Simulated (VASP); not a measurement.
AlGaN:

```
Al Ga N
1.0
     3.64175    0.00000    0.00000
    -1.82088    3.15385    0.00000
     0.00000    0.00000    3.52233
Al Ga N
1 1 1
Cartesian
  0.0000 0.0000 1.7612
  0.0000 2.1026 0.0000
  1.8209 1.0513 0.0000
```

The cell was generated, and may not be a known phase.

| Item | Value |
| --- | --- |
| Program | VASP 6.6.1 |
| Task | relaxation of cell and atoms |
| Functional | PBE |
| Potentials or basis | VASP PAW PBE potentials, release 64 (Al, Ga_d, N) |
| Cutoff | 600 eV |
| k mesh | 12 × 12 × 14 |
| Occupations | gaussian, width 0.1 eV |
| Spin | no spin polarisation |

At the start: pressure 3.2 GPa; volume 13.49 Å³/atom.

Question: Where does the relaxation end?

Answer: Over 20 steps the energy falls by 322.4 meV/atom and the volume is 15.88 Å³/atom (+17.8 %); space group P-6m2 (No. 187, to 0.1 Å) before and after.

The path:
| step | energy change (eV) | largest force (eV/Å) | pressure (GPa) | volume (Å³) |
| --- | --- | --- | --- | --- |
| 1 | 0.0000 | 0.0000 | 3.16 | 40.46 |
| 2 | -0.0737 | 0.0000 | 0.05 | 42.02 |
| 3 | -0.1561 | 0.0000 | -5.18 | 45.44 |
| 4 | -0.1274 | 0.0000 | -11.90 | 52.33 |
| 5 | -0.1713 | 0.0000 | -8.26 | 48.13 |
| 6 | -0.1973 | 0.0000 | -8.40 | 48.34 |
| 7 | -0.2796 | 0.0000 | -8.74 | 48.93 |
| 8 | -0.4656 | 0.0000 | -9.16 | 49.95 |
| 9 | -0.7885 | 0.0000 | -8.59 | 51.38 |
| 10 | -0.2093 | 0.0000 | -0.13 | 51.99 |
| 11 | -0.8351 | 0.0000 | -8.15 | 51.60 |
| 12 | -0.8687 | 0.0000 | -7.36 | 51.82 |
| 13 | -0.9473 | 0.0000 | -3.50 | 49.51 |
| 14 | -0.9662 | 0.0000 | -0.36 | 47.97 |
| 15 | -0.9664 | 0.0000 | 0.09 | 47.78 |
| 16 | -0.9663 | 0.0000 | -0.13 | 47.86 |
| 17 | -0.9666 | 0.0000 | -0.11 | 47.83 |
| 18 | -0.9671 | 0.0000 | -0.12 | 47.75 |
| 19 | -0.9671 | 0.0000 | -0.18 | 47.74 |
| 20 | -0.9672 | 0.0000 | 0.04 | 47.65 |

Final structure:
```
Al Ga N
1.0
     3.22279    0.00000    0.00000
    -1.61140    2.79102    0.00000
     0.00000    0.00000    5.29703
Al Ga N
1 1 1
Direct
  0.00000 0.00000 0.50000
  0.33333 0.66667 0.00000
  0.66667 0.33333 0.00000
```

Caveat: the volume moved by over 15 % at a fixed basis, so the end points are rough.
